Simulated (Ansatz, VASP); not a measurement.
## Na: VASP beside Ansatz

```
CELL_PARAMETERS angstrom
0.00000 -3.75808 0.00000
-3.75808 0.00000 0.00000
0.00000 0.00000 -5.26754
ATOMIC_POSITIONS crystal
Na 0.50000 0.55473 0.50000
Na 0.00000 0.94527 0.00000
```

Change from the starting cell: mode 4 frozen in at -0.204 Å, equal normal strain along x, y and z +0.0083.

Alike in both runs: task single point; functional PBEsol; k mesh 12 × 12 × 10; occupations gaussian, width 0.15 eV; no spin polarisation.

|  | VASP | Ansatz |
| --- | --- | --- |
| version | VASP 6.6.1 | Ansatz 0.2.0 |
| potentials or method | VASP PAW PBE potentials, release 64 (Na_pv), cutoff 520 eV | scalar-relativistic, plane waves, PAW |
| valence electrons in the cell | 14 | 18 |

|  | VASP | Ansatz | Ansatz less VASP |
| --- | --- | --- | --- |
| gap on the k mesh at the Fermi level (eV) | none | none | - |
| pressure (GPa) | -0.1 | -0.1 | +0.03 |
| traceless stress, the component that is largest in VASP (GPa) | -0.24 | -0.24 | -0.001 |
| rms of the force components (eV/Å) | 0.084 | 0.084 | +0.0001 |

VASP's potentials were made for PBE, not for PBEsol. Atom by atom the forces differ by 0.000 eV/Å (rms over components). A gap of «none» marks a metal or a gap that the smearing closes. With one functional, cell and mesh, what is left measures potentials, basis and numerics. VASP's potentials hold 14 valence electrons a cell and Ansatz's 18, so a difference there can come from the potentials and not from the codes.
